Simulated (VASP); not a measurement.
# Sb (P-1) in VASP: single point with LDA

Aim: the single point of Sb with LDA.

All numbers are computed with VASP 6.6.1; they aren't measurements. Logs are shortened: lines on timing, memory, paths and dates and some standing lists are left out, and cuts for length are marked.

## (1) The cell of the first run

The typed cell holds 2 atoms: a = 2.988 Å, b = 2.988 Å, c = 5.862 Å, α = 111.16°, β = 106.03°, γ = 109.47°.

## (2) Single point, LDA

INCAR

```
SYSTEM = Sb
PREC     = Accurate       ! precision mode
ENCUT    = 520            ! plane-wave cutoff, eV
EDIFF    = 1E-6           ! SCF threshold, eV
ISMEAR   = -1             ! smearing method
SIGMA    = 0.2            ! smearing width, eV
LREAL    = .FALSE.        ! projectors in reciprocal space
LASPH    = .TRUE.         ! aspherical terms in the spheres
NELM     = 100            ! most SCF steps
ALGO     = Normal         ! electronic algorithm
ISIF     = 2              ! what is computed and relaxed
LWAVE    = .FALSE.        ! write WAVECAR
LCHARG   = .FALSE.        ! write CHGCAR
NBANDS   = 12             ! bands
```

KPOINTS

```
regular mesh
0
G
  7 7 7
  0 0 0
```

POSCAR

```
Sb
1.0
   -1.7250000000      1.7250000000      1.7250000000
    1.7250000000     -1.7250000000      1.7250000000
    3.2343750000      3.6656250000     -3.2343750000
Sb
2
Direct
    0.0000000000      0.0000000000      0.0000000000
   -0.0625000000      0.0000000000      0.5000000000
```

Potentials or basis: VASP PAW LDA potentials, release 64 (Sb).

Started as:

```sh
cat potpaw_LDA.64/Sb/POTCAR > POTCAR
mpirun -np 1 vasp_std > vasp.out
```

OUTCAR:

```text
SYSTEM = Sb
   PREC = Accurate
   ENCUT = 520
   EDIFF = 1E-6
   ISMEAR = -1
   LREAL = .FALSE.
   LASPH = .TRUE.
   NELM = 100
   ISIF = 2

 ion  position               nearest neighbor table
   1  0.000  0.000  0.000-   2 2.88   2 2.99   2 2.99   2 3.13   2 3.25   2 3.45   2 3.45   2 3.68

   2  0.938  0.000  0.500-   1 2.88   1 2.99   1 2.99   1 3.13   1 3.25   1 3.45   1 3.45   1 3.68

  LATTYP: Found a triclinic cell.
 ALAT       =     2.9877876431
 B/A-ratio  =     2.4864214580
 C/A-ratio  =     2.3837557901
 COS(alpha) =     0.0114236692
 COS(beta)  =     0.6117796711
 COS(gamma) =     0.7540958087

  Lattice vectors:

 A1 = (   1.7250000000,  -1.7250000000,  -1.7250000000)
 A2 = (   6.6843750000,   0.2156250000,  -3.2343750000)
 A3 = (   0.2156250000,  -7.1156250000,  -0.2156250000)

Analysis of symmetry for initial positions (statically):
=====================================================================
 Subroutine PRICEL returns:
 Original cell was already a primitive cell.

 Routine SETGRP: Setting up the symmetry group for a
 triclinic supercell.

 Subroutine GETGRP returns: Found  2 space group operations
 (whereof  1 operations were pure point group operations)
 out of a pool of  2 trial point group operations.

The static configuration has the point symmetry C_1 .
 The point group associated with its full space group is S_2 .

Analysis of symmetry for dynamics (positions and initial velocities):
=====================================================================
 Subroutine PRICEL returns:
 Original cell was already a primitive cell.

 Routine SETGRP: Setting up the symmetry group for a
 triclinic supercell.

 Subroutine GETGRP returns: Found  2 space group operations
 (whereof  1 operations were pure point group operations)
 out of a pool of  2 trial point group operations.

The dynamic configuration has the point symmetry C_1 .
 The point group associated with its full space group is S_2 .

 Subroutine INISYM returns: Found  2 space group operations
 (whereof  1 operations are pure point group operations),
 and found     1 'primitive' translations

----------------------------------------------------------------------------------------

                                     Primitive cell

  volume of cell :      41.0636

  direct lattice vectors                    reciprocal lattice vectors
    -1.725000000  1.725000000  1.725000000    -0.018115942  0.271739130  0.289855072
     1.725000000 -1.725000000  1.725000000     0.289855072  0.000000000  0.289855072
     3.234375000  3.665625000 -3.234375000     0.144927536  0.144927536  0.000000000

  length of vectors
     2.987787643  2.987787643  5.861669551     0.397726420  0.409916975  0.204958487

  position of ions in fractional coordinates (direct lattice)
     0.000000000  0.000000000  0.000000000
     0.937500000  0.000000000  0.500000000

  ion indices of the primitive-cell ions
   primitive index   ion index
                 1           1
                 2           2

----------------------------------------------------------------------------------------

 KPOINTS: regular mesh

Automatic generation of k-mesh.
 Grid dimensions read from file:
 generate k-points for:    7    7    7

 Generating k-lattice:

  Cartesian coordinates                     Fractional coordinates (reciprocal lattice)
    -0.002587992  0.038819876  0.041407867     0.142857143 -0.000000000  0.000000000
     0.041407867  0.000000000  0.041407867     0.000000000  0.142857143  0.000000000
     0.020703934  0.020703934  0.000000000     0.000000000  0.000000000  0.142857143

  Length of vectors
     0.056818060  0.058559568  0.029279784

  Shift w.r.t. Gamma in fractional coordinates (k-lattice)
     0.000000000  0.000000000  0.000000000

 Subroutine IBZKPT returns following result:
 ===========================================

 Found    172 irreducible k-points:

 Following reciprocal coordinates:
            Coordinates               Weight
  0.000000  0.000000  0.000000      1.000000
  0.142857  0.000000  0.000000      2.000000
  0.285714  0.000000  0.000000      2.000000
  0.428571  0.000000  0.000000      2.000000
  0.000000  0.142857  0.000000      2.000000
  0.142857  0.142857  0.000000      2.000000
[... 16 lines left out ...]
 -0.428571  0.428571  0.000000      2.000000
 -0.285714  0.428571 -0.000000      2.000000
 [... further k-points ...]
   k-points           NKPTS =    172   k-points in BZ     NKDIM =    172   number of bands    NBANDS=     12
   number of dos      NEDOS =    301   number of ions     NIONS =      2
   total plane-waves  NPLWV =  27648
   dimension x,y,z NGX =    24 NGY =   24 NGZ =   48
   dimension x,y,z NGXF=    48 NGYF=   48 NGZF=   96
   ions per type =               2
   NGX,Y,Z   is equivalent  to a cutoff of  13.35, 13.35, 13.61 a.u.
   NGXF,Y,Z  is equivalent  to a cutoff of  26.71, 26.71, 27.23 a.u.
 SYSTEM =  Sb
   PREC   = accura    normal or accurate (medium, high low for compatibility)
   ISTART =      0    job   : 0-new  1-cont  2-samecut
   ICHARG =      2    charge: 1-file 2-atom 10-const
   ISPIN  =      1    spin polarized calculation?
   LNONCOLLINEAR =      F non collinear calculations
   LSORBIT =      F    spin-orbit coupling
   LASPH  =      T    aspherical Exc in radial PAW
   ENCUT  =  520.0 eV  38.22 Ry    6.18 a.u.   5.56  5.56 10.90*2*pi/ulx,y,z
   NELM   =    100;   NELMIN=  2; NELMDL= -5     # of ELM steps
   EDIFF  = 0.1E-05   stopping-criterion for ELM
   LREAL  =      F    real-space projection
   EDIFFG = 0.1E-04   stopping-criterion for IOM
   NSW    =      0    number of steps for IOM
   IBRION =     -1    ionic relax: 0-MD 1-quasi-New 2-CG
   NFREE  =      0    steps in history (QN), initial steepest desc. (CG)
   ISIF   =      2    stress and relaxation
   ISYM   =      2    0-nonsym 1-usesym 2-fastsym
   POTIM  = 0.5000    time-step for ionic-motion
   TEBEG  =    0.0;   TEEND  =   0.0 temperature during run
   PSTRESS=    0.0 pullay stress
   NELECT =      10.0000    total number of electrons
   NUPDOWN=      -1.0000    fix difference up-down
   EMIN   =  10.00;   EMAX   =-10.00  energy-range for DOS
   EFERMI =   0.00;   METHOD = LEGACY
   ISMEAR =    -1;   SIGMA  =   0.20  broadening in eV -4-tet -1-fermi 0-gaus
   EFERMI_NEDOS =   21; number of points for ismear=-14 and -15
   IALGO  =     38    algorithm
   IMIX   =      4    mixing-type and parameters
     AMIX     =   0.40;   BMIX     =  1.00
     AMIX_MAG =   1.60;   BMIX_MAG =  1.00
  volume/ion in A,a.u.               =      20.53       138.56
  Fermi-wavevector in a.u.,A,eV,Ry     =   1.022325  1.931915 14.220113  1.045149
  Thomas-Fermi vector in A             =   2.155998
   LORBIT       =      0    0 simple, 1 ext, 2 COOP (PROOUT), +10 PAW based schemes
   GGA     = CA    functional components
   LHFCALC =     F    Hartree Fock is set to
   AEXX    =    0.0000 exact exchange contribution
   IVDW    =     0    specifies the selected vdW correction
   LEPSILON=     F    determine dielectric tensor
   LRPA    =     F    only Hartree local field effects (RPA)
 non-spin polarized calculation
  energy-cutoff  :      520.00
  volume of cell :       41.06
 maximum number of plane-waves:      1123
 NGX is ok and might be reduce to    24
   NGX = 11   NGY = 11   NGZ = 21

 number of electron      10.0000000 magnetization

 Free energy of the ion-electron system (eV)
  ---------------------------------------------------
  ext. energy  EPLUGINS =         0.00000000
  ---------------------------------------------------
  free energy    TOTEN  =        -8.55362085 eV

  energy without entropy =       -8.40826417  energy(sigma->0) =       -8.48094251

 E-fermi :  12.4559     XC(G=0): -11.5719

 val. band max:       12.4463246875   @ k =   0.2857   0.2857   0.4286
 cond. band min:      12.4601377961   @ k =   0.4286   0.1429   0.0000
 fundamental gap:      0.0138131086
 Fermi energy:        12.4558580110

 k-point     1 :       0.0000    0.0000    0.0000
  band No.  band energies     occupation
      1      -2.9380      2.00000
      2       2.9455      2.00000
      3       4.9091      2.00000
      4      14.8189      0.00001
      5      16.9303      0.00000
      6      19.0261      0.00000
      7      19.7142      0.00000
      8      20.0939      0.00000
      9      20.3269      0.00000
     10      20.9894      0.00000
     11      23.0078      0.00000
     12      23.7037      0.00000

 k-point     2 :       0.1429    0.0000    0.0000
  band No.  band energies     occupation
      1      -2.4283      2.00000
      2       2.4622      2.00000
      3       6.3451      2.00000
      4      12.5733      0.71459
      5      15.5574      0.00000
      6      15.8078      0.00000
      7      18.8207      0.00000
      8      19.9118      0.00000
      9      20.7616      0.00000
     10      22.0270      0.00000
     11      22.5696      0.00000
     12      23.2448      0.00000

 k-point     3 :       0.2857    0.0000    0.0000
  band No.  band energies     occupation
      1      -0.9065      2.00000
      2       2.4004      2.00000
      3       7.9684      2.00000
      4      10.2011      1.99997
      5      10.4525      1.99991
      6      15.4735      0.00000
      7      16.8077      0.00000
      8      18.6743      0.00000
      9      20.7462      0.00000
     10      21.2461      0.00000
     11      21.4914      0.00000
     12      23.1601      0.00000
[... 286 lines left out ...]
 k-point    23 :      -0.4286    0.4286    0.0000
  band No.  band energies     occupation
      1       1.8975      2.00000
      2       6.2106      2.00000
      3       7.1563      2.00000
      4       9.1792      2.00000
      5       9.9801      1.99999
      6      10.7136      1.99967
      7      14.4443      0.00010
      8      15.0647      0.00000
      9      15.8960      0.00000
     10      17.4215      0.00000
     11      19.1790      0.00000
     12      20.5405      0.00000

 k-point    24 :      -0.2857    0.4286   -0.0000
  band No.  band energies     occupation
      1       0.9324      2.00000
      2       4.8947      2.00000
      3       7.8328      2.00000
      4       8.7134      2.00000
      5      10.3943      1.99993
      6      12.4670      0.97210
      7      13.7425      0.00321
      8      16.5011      0.00000
      9      17.1496      0.00000
     10      17.9403      0.00000
     11      21.8032      0.00000
     12      22.4071      0.00000

 [... further k-points ...]
[... 5 lines left out ...]
  --------------------------------------------------------------------------------------
  -------------------------------------------------------------------------------------
  Total        7.4765163      6.3356371      6.8012096     -0.2959243     -0.5640355     -0.3006415
  in kB      291.7108512    247.1972240    265.3624420    -11.5460621    -22.0069454    -11.7301153
  external PRESSURE =     268.0901724 kB  Pullay stress =       0.0000000 kB

 VOLUME and BASIS-vectors are now :
 -----------------------------------------------------------------------------
  energy-cutoff  :      520.00
  volume of cell :       41.06
      direct lattice vectors                 reciprocal lattice vectors
    -1.725000000  1.725000000  1.725000000    -0.018115942  0.271739130  0.289855072
     1.725000000 -1.725000000  1.725000000     0.289855072  0.000000000  0.289855072
     3.234375000  3.665625000 -3.234375000     0.144927536  0.144927536  0.000000000

 POSITION                                       TOTAL-FORCE (eV/Angst)
 -----------------------------------------------------------------------------------
      0.00000      0.00000      0.00000         0.104113      0.011297     -0.157792
      0.00000      3.45000      0.00000        -0.104113     -0.011297      0.157792
 -----------------------------------------------------------------------------------
    total drift:                                0.000000     -0.000000      0.000000

  FREE ENERGIE OF THE ION-ELECTRON SYSTEM (eV)
  ---------------------------------------------------
  free  energy   TOTEN  =        -8.5536208475 eV

  energy  without entropy=       -8.4082641728  energy(sigma->0) =       -8.48094251
```

Run time: 48 s. Hardware: 1 thread of Intel Xeon 6975P-C, shared host; peak memory 0.2 GiB.

What came out:

- Free energy: -8.5536 eV
- Pressure: 26.8 GPa
- Largest force: 0.189 eV/Å
- Band gap on the k mesh: zero (band 5 reaches 17.04 eV, above the bottom of band 6 at 9.32 eV)

Forces in eV/Å, atoms in the order of the input:
```
Sb   0.104  0.011 -0.158
Sb  -0.104 -0.011  0.158
```

Levels at points of the mesh, in eV from the Fermi level:
```
           k point  band 1  band 2  band 3  band 4  band 5  band 6  band 7  band 8  band 9  band 10
(0.00, 0.00, 0.00)  -15.39   -9.51   -7.55    2.36    4.47    6.57    7.26    7.64    7.87     8.53
```

Caveat: the k points lie up to 0.37 Å⁻¹ apart; spin-orbit coupling is left out, which moves the levels of the heavy elements.
